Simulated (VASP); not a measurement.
Wanted: the native input for a VASP 6.6.1 run.

```
Task                   : single point
Functional             : PBE
Potentials or basis    : VASP PAW PBE potentials, release 64 (Zn, S)
Cutoff                 : 520 eV
k mesh                 : 12 × 12 × 6
Occupations            : gaussian, width 0.02 eV
Spin                   : no spin polarisation
Dipole correction      : no
Further INCAR settings : ALGO = Normal; EDIFF = 1e-06; NBANDS = 26
```

The structure of ZnS lies in POSCAR:

```
ZnS
1.0
    3.7640888526      0.0000000000      0.0000000000
   -1.8820444263      3.2597965684      0.0000000000
    0.0000000000      0.0000000000      6.1861467196
Zn S
2 2
Direct
    0.3333333333      0.6666666667      0.0055746579
    0.6666666667      0.3333333333      0.5055746579
    0.3333333333      0.6666666667      0.3794253421
    0.6666666667      0.3333333333      0.8794253421
```

One way to write it, as run:

INCAR

```
PREC = Accurate ; ENCUT = 520
EDIFF = 1E-6 ; ISMEAR = 0
SIGMA = 0.02 ; LREAL = F
LASPH = T ; NELM = 80
ALGO = Normal ; ISIF = 2
LWAVE = F ; LCHARG = F
GGA = PE ; NBANDS = 26
```

KPOINTS

```
Automatic mesh
0
Gamma
  12 12 6
```

Potentials or basis: VASP PAW PBE potentials, release 64 (Zn, S).

Command:

```sh
$ cat potpaw_PBE.64/Zn/POTCAR potpaw_PBE.64/S/POTCAR > POTCAR
$ mpirun -np 1 vasp_std > vasp.out
```

It gave:

The pressure is 5.1 GPa, the largest force is 0.005 eV/Å and the band gap on the k mesh is 2.36 eV.

Caveat: the cell stands under pressure.

Wall time 68 s on 1 thread of AMD EPYC 9R45 96-Core Processor (Zen 5) (shared host), peak memory 0.23 GiB.
